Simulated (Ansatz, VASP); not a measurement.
**MgO: VASP beside Ansatz**

```
CELL_PARAMETERS angstrom
2.93802 0.00000 0.00000
-1.46901 2.54440 0.00000
0.00000 0.00000 2.71988
ATOMIC_POSITIONS crystal
Mg 0.00000 0.00000 0.00000
O 0.33333 0.66667 0.50000
```

Change from the starting cell: strain +0.000 along x and y, +0.015 along z, atoms carried along.

Alike in both runs: task single point; functional LDA; k mesh 9 × 9 × 8; occupations gaussian, width 0.05 eV; no spin polarisation.

|  | VASP | Ansatz |
| --- | --- | --- |
| version | VASP 6.6.1 | Ansatz 0.2.0 |
| potentials or method | VASP PAW LDA potentials, release 64 (Mg_sv, O), cutoff 750 eV | scalar-relativistic, plane waves, PAW |
| valence electrons in the cell | 16 | 16 |

```csv
,VASP,Ansatz,Ansatz less VASP
gap on the k mesh at the Fermi level (eV),2.86,2.85,-0.014
least direct gap on the mesh (eV),3.34,3.32,-0.016
pressure (GPa),-11.6,-11.4,+0.21
"traceless stress, the component that is largest in VASP (GPa)",-6.11,-6.21,-0.096
```

LDA's correlation is that of Perdew and Zunger in VASP and of Perdew and Wang (1992) in Ansatz.
